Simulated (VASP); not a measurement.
# Co in VASP: single point with PBE

Aim: the single point of Co with PBE.

Program: VASP 6.6.1. These are calculated values, not measurements. Logs are shortened: lines on timing, memory, paths and dates and some standing lists are left out, and cuts for length are marked.

### 1 The cell of the first run

The cell holds a slab with vacuum, 5 atoms: a = 2.471 Å, b = 2.471 Å, c = 23.088 Å, α = 90.00°, β = 90.00°, γ = 120.00°.

### 2 Single point, PBE, collinear spin, ferromagnetic start

POSCAR reads:

```
Co
1.0
    2.4705617809      0.0000000000      0.0000000000
   -1.2352808904      2.1395692639      0.0000000000
    0.0000000000      0.0000000000     23.0882338000
Co
5
Direct
    0.0000000000      0.0000000000      0.3248407854
    0.3333333300      0.6666666600      0.4124203927
    0.0000000000      0.0000000000      0.5000000000
    0.6666666700      0.3333333400      0.5875796073
    0.0000000000      0.0000000000      0.6751592146
```

INCAR.step1 reads:

```
  ALGO = Normal
  EDIFF = 1E-6
  ENCUT = 520
  GGA = PE
  ISIF = 2
  ISMEAR = -1
  ISPIN = 2
  LASPH = T
  LCHARG = T
  LMAXMIX = 4
  LREAL = F
  LWAVE = F
  MAGMOM = 2 2 2 2 2
  NBANDS = 34
  NELM = 150
  PREC = Accurate
  SIGMA = 0.05
```

KPOINTS.step1 reads:

```
k-points
0
Gamma
  12 12 1
```

INCAR.step2 reads:

```
  ALGO = Normal
  EDIFF = 1E-6
  ENCUT = 520
  GGA = PE
  ICHARG = 11
  ISIF = 2
  ISMEAR = -5
  ISPIN = 2
  LASPH = T
  LCHARG = F
  LMAXMIX = 4
  LORBIT = 11
  LREAL = F
  LWAVE = F
  MAGMOM = 2 2 2 2 2
  NEDOS = 2001
  NELM = 150
  PREC = Accurate
  SIGMA = 0.05
```

KPOINTS.step2 reads:

```
k-points
0
Gamma
  18 18 1
```

Potentials or basis: VASP PAW PBE potentials, release 64 (Co).

Launch:

```sh
cat potpaw_PBE.64/Co/POTCAR > POTCAR
cp INCAR.step1 INCAR
cp KPOINTS.step1 KPOINTS
mpirun -np 1 vasp_std > vasp.out
cp INCAR.step2 INCAR
cp KPOINTS.step2 KPOINTS
mpirun -np 1 vasp_std > vasp.out
```

OUTCAR:

```text
EDIFF = 1E-6
   ENCUT = 520
   GGA = PE
   ICHARG = 11
   ISIF = 2
   ISMEAR = -5
   ISPIN = 2
   LASPH = T
   LORBIT = 11
   LREAL = F
   NELM = 150
   PREC = Accurate

 ion  position               nearest neighbor table
   1  0.000  0.000  0.325-   2 2.47   2 2.47   2 2.47
   2  0.333  0.667  0.412-   1 2.47   3 2.47   1 2.47   3 2.47   1 2.47   3 2.47
   3  0.000  0.000  0.500-   2 2.47   4 2.47   4 2.47   2 2.47   4 2.47   2 2.47
   4  0.667  0.333  0.588-   3 2.47   5 2.47   3 2.47   5 2.47   3 2.47   5 2.47
   5  0.000  0.000  0.675-   4 2.47   4 2.47   4 2.47

  LATTYP: Found a hexagonal cell.
 ALAT       =     2.4705617809
 C/A-ratio  =     9.3453375578

  Lattice vectors:

 A1 = (   2.4705617809,   0.0000000000,   0.0000000000)
 A2 = (  -1.2352808904,   2.1395692639,   0.0000000000)
 A3 = (   0.0000000000,   0.0000000000,  23.0882338000)

Analysis of symmetry for initial positions (statically):
=====================================================================
 Subroutine PRICEL returns:
 Original cell was already a primitive cell.

 Routine SETGRP: Setting up the symmetry group for a
 hexagonal supercell.

 Subroutine GETGRP returns: Found 12 space group operations
 (whereof 12 operations were pure point group operations)
 out of a pool of 24 trial point group operations.

The static configuration has the point symmetry D_3d.

Analysis of symmetry for dynamics (positions and initial velocities):
=====================================================================
 Subroutine PRICEL returns:
 Original cell was already a primitive cell.

 Routine SETGRP: Setting up the symmetry group for a
 hexagonal supercell.

 Subroutine GETGRP returns: Found 12 space group operations
 (whereof 12 operations were pure point group operations)
 out of a pool of 24 trial point group operations.

The dynamic configuration has the point symmetry D_3d.

Analysis of structural, dynamic, and magnetic symmetry:
=====================================================================
 Subroutine PRICEL returns:
 Original cell was already a primitive cell.

 Routine SETGRP: Setting up the symmetry group for a
 hexagonal supercell.

 Subroutine GETGRP returns: Found 12 space group operations
 (whereof 12 operations were pure point group operations)
 out of a pool of 24 trial point group operations.

The overall configuration has the point symmetry D_3d.

 Subroutine INISYM returns: Found 12 space group operations
 (whereof 12 operations are pure point group operations),
 and found     1 'primitive' translations

----------------------------------------------------------------------------------------

                                     Primitive cell

  volume of cell :     122.0430

  direct lattice vectors                    reciprocal lattice vectors
     2.470561781  0.000000000  0.000000000     0.404766239  0.233691897  0.000000000
    -1.235280890  2.139569264  0.000000000     0.000000000  0.467383794  0.000000000
     0.000000000  0.000000000 23.088233800     0.000000000  0.000000000  0.043312105

  length of vectors
     2.470561781  2.470561781 23.088233800     0.467383794  0.467383794  0.043312105

  position of ions in fractional coordinates (direct lattice)
     0.000000000  0.000000000  0.324840785
     0.333333330  0.666666660  0.412420393
     0.000000000  0.000000000  0.500000000
     0.666666670  0.333333340  0.587579607
     0.000000000  0.000000000  0.675159215

  ion indices of the primitive-cell ions
   primitive index   ion index
                 1           1
                 2           2
                 3           3
                 4           4
                 5           5

----------------------------------------------------------------------------------------

 KPOINTS: k-points

Automatic generation of k-mesh.
 Grid dimensions read from file:
 generate k-points for:   18   18    1

 Generating k-lattice:

  Cartesian coordinates                     Fractional coordinates (reciprocal lattice)
     0.022487013  0.012982883  0.000000000     0.055555556  0.000000000  0.000000000
     0.000000000  0.025965766  0.000000000     0.000000000  0.055555556  0.000000000
     0.000000000  0.000000000  0.043312105     0.000000000  0.000000000  1.000000000

  Length of vectors
     0.025965766  0.025965766  0.043312105

  Shift w.r.t. Gamma in fractional coordinates (k-lattice)
     0.000000000  0.000000000  0.000000000

 TETIRR: Found    169 inequivalent tetrahedra from     1944

 Subroutine IBZKPT returns following result:
 ===========================================

 Found     37 irreducible k-points:

 Following reciprocal coordinates:
            Coordinates               Weight
  0.000000  0.000000  0.000000      1.000000
  0.055556  0.000000  0.000000      6.000000
  0.111111  0.000000  0.000000      6.000000
  0.166667  0.000000  0.000000      6.000000
  0.222222  0.000000  0.000000      6.000000
  0.277778  0.000000  0.000000      6.000000
[... 16 lines left out ...]
  0.333333  0.111111  0.000000     12.000000
  0.388889  0.111111  0.000000     12.000000
 [... further k-points ...]
   k-points           NKPTS =     37   k-points in BZ     NKDIM =     37   number of bands    NBANDS=     32
   number of dos      NEDOS =   2001   number of ions     NIONS =      5
   total plane-waves  NPLWV =  58320
   dimension x,y,z NGX =    18 NGY =   18 NGZ =  180
   dimension x,y,z NGXF=    36 NGYF=   36 NGZF=  360
   ions per type =               5
   NGX,Y,Z   is equivalent  to a cutoff of  12.11, 12.11, 12.96 a.u.
   NGXF,Y,Z  is equivalent  to a cutoff of  24.22, 24.22, 25.92 a.u.
 SYSTEM =  unknown system
   PREC   = accura    normal or accurate (medium, high low for compatibility)
   ISTART =      0    job   : 0-new  1-cont  2-samecut
   ICHARG =     11    charge: 1-file 2-atom 10-const
   ISPIN  =      2    spin polarized calculation?
   LNONCOLLINEAR =      F non collinear calculations
   LSORBIT =      F    spin-orbit coupling
   LASPH  =      T    aspherical Exc in radial PAW
   ENCUT  =  520.0 eV  38.22 Ry    6.18 a.u.   4.59  4.59 42.93*2*pi/ulx,y,z
   NELM   =    150;   NELMIN=  2; NELMDL=  0     # of ELM steps
   EDIFF  = 0.1E-05   stopping-criterion for ELM
   LREAL  =      F    real-space projection
   EDIFFG = 0.1E-04   stopping-criterion for IOM
   NSW    =      0    number of steps for IOM
   IBRION =     -1    ionic relax: 0-MD 1-quasi-New 2-CG
   NFREE  =      0    steps in history (QN), initial steepest desc. (CG)
   ISIF   =      2    stress and relaxation
   ISYM   =      2    0-nonsym 1-usesym 2-fastsym
   POTIM  = 0.5000    time-step for ionic-motion
   TEBEG  =    0.0;   TEEND  =   0.0 temperature during run
   PSTRESS=    0.0 pullay stress
   NELECT =      45.0000    total number of electrons
   NUPDOWN=      -1.0000    fix difference up-down
   EMIN   =  10.00;   EMAX   =-10.00  energy-range for DOS
   EFERMI =   0.00;   METHOD = LEGACY
   ISMEAR =    -5;   SIGMA  =   0.05  broadening in eV -4-tet -1-fermi 0-gaus
   EFERMI_NEDOS =   21; number of points for ismear=-14 and -15
   IALGO  =     38    algorithm
   IMIX   =      4    mixing-type and parameters
     AMIX     =   0.40;   BMIX     =  1.00
     AMIX_MAG =   1.60;   BMIX_MAG =  1.00
  volume/ion in A,a.u.               =      24.41       164.72
  Fermi-wavevector in a.u.,A,eV,Ry     =   1.173928  2.218402 18.750279  1.378107
  Thomas-Fermi vector in A             =   2.310333
   LORBIT       =     11    0 simple, 1 ext, 2 COOP (PROOUT), +10 PAW based schemes
   GGA     = PE    functional components
   LHFCALC =     F    Hartree Fock is set to
   AEXX    =    0.0000 exact exchange contribution
   IVDW    =     0    specifies the selected vdW correction
   LEPSILON=     F    determine dielectric tensor
   LRPA    =     F    only Hartree local field effects (RPA)
 spin polarized calculation
 Fermi weights with tetrahedron method with Bloechl corrections
  energy-cutoff  :      520.00
  volume of cell :      122.04
 maximum number of plane-waves:      3334

 number of electron      44.9999985 magnetization       8.3818756

 Free energy of the ion-electron system (eV)
  ---------------------------------------------------
  ext. energy  EPLUGINS =         0.00000000
  ---------------------------------------------------
  free energy    TOTEN  =       -33.73462945 eV

  energy without entropy =      -33.73462945  energy(sigma->0) =      -33.73462945

 E-fermi :   1.9251     XC(G=0):  -6.7567

 val. band max:        1.9801138894   @ k =   0.0000   0.0000   0.0000
 cond. band min:       1.9254298793   @ k =   0.1667   0.0000   0.0000
 fundamental gap:     -0.0546840101
 Fermi energy:         1.9251164351

 spin component 1

 k-point     1 :       0.0000    0.0000    0.0000
  band No.  band energies     occupation
      1      -6.8415      1.00000
      2      -5.8993      1.00000
      3      -4.6184      1.00000
      4      -3.6187      1.00000
      5      -3.3703      1.00000
      6      -1.0704      1.00000
[... 829 lines left out ...]
     31       9.0123      0.00000
     32       9.1705      0.00000

 [... further k-points ...]

 spin component 2

 k-point     1 :       0.0000    0.0000    0.0000
  band No.  band energies     occupation
      1      -6.8241      1.00000
      2      -5.8747      1.00000
      3      -4.4992      1.00000
      4      -3.1564      1.00000
      5      -2.5318      1.00000
      6       0.3749      1.00000
[... 829 lines left out ...]
     31       9.7427      0.00000
     32       9.7747      0.00000

 [... further k-points ...]

------------------------ aborting loop because EDIFF is reached ----------------------------------------

  FORCE on cell =-STRESS in cart. coord.  units (eV):
  Direction    XX          YY          ZZ          XY          YZ          ZX
  --------------------------------------------------------------------------------------
  -------------------------------------------------------------------------------------
  Total       -0.0940856     -0.0940856     -0.7757232     -0.0000000      0.0000000     -0.0000000
  in kB       -1.2351530     -1.2351530    -10.1836768     -0.0000000      0.0000000     -0.0000000
  external PRESSURE =      -4.2179943 kB  Pullay stress =       0.0000000 kB

 VOLUME and BASIS-vectors are now :
 -----------------------------------------------------------------------------
  energy-cutoff  :      520.00
  volume of cell :      122.04
      direct lattice vectors                 reciprocal lattice vectors
     2.470561781  0.000000000  0.000000000     0.404766239  0.233691897  0.000000000
    -1.235280890  2.139569264  0.000000000     0.000000000  0.467383794  0.000000000
     0.000000000  0.000000000 23.088233800     0.000000000  0.000000000  0.043312105

 POSITION                                       TOTAL-FORCE (eV/Angst)
 -----------------------------------------------------------------------------------
      0.00000      0.00000      7.50000        -0.000000     -0.000000      0.318903
      0.00000      1.42638      9.52206         0.000000      0.000000     -0.480503
      0.00000      0.00000     11.54412        -0.000000      0.000000      0.000000
      1.23528      0.71319     13.56618        -0.000000     -0.000000      0.480503
      0.00000      0.00000     15.58823        -0.000000      0.000000     -0.318903
 -----------------------------------------------------------------------------------
    total drift:                               -0.000000      0.000000     -0.000000

  FREE ENERGIE OF THE ION-ELECTRON SYSTEM (eV)
  ---------------------------------------------------
  free  energy   TOTEN  =       -33.7346294497 eV

  energy  without entropy=      -33.7346294497  energy(sigma->0) =      -33.73462945

 total charge

# of ion       s       p       d       tot
------------------------------------------
    1        0.486   0.413   7.253   8.152
    2        0.492   0.532   7.254   8.278
    3        0.496   0.532   7.278   8.306
    4        0.492   0.532   7.254   8.278
    5        0.486   0.413   7.253   8.152
--------------------------------------------------
tot          2.451   2.422  36.293  41.166

 magnetization (x)

# of ion       s       p       d       tot
------------------------------------------
    1       -0.010  -0.044   1.765   1.710
    2       -0.015  -0.055   1.743   1.673
    3       -0.014  -0.051   1.680   1.616
    4       -0.015  -0.055   1.743   1.673
    5       -0.010  -0.044   1.765   1.710
--------------------------------------------------
tot         -0.065  -0.249   8.696   8.382
```

It took 4 min on 1 thread of Intel Xeon 6975P-C (Granite Rapids), shared host; peak memory 0.37 GiB.

Results:

| Quantity | Value |
| --- | --- |
| Net moment | 8.38 μB per cell |
| Site moments | Co +1.71, +1.67, +1.62 (each value once) μB |
| Valence electrons inside the program's atomic spheres | Co 8.15, 8.28, 8.31 (each value once) |

Caveat: tetrahedron occupations give inexact forces and stress in metals.
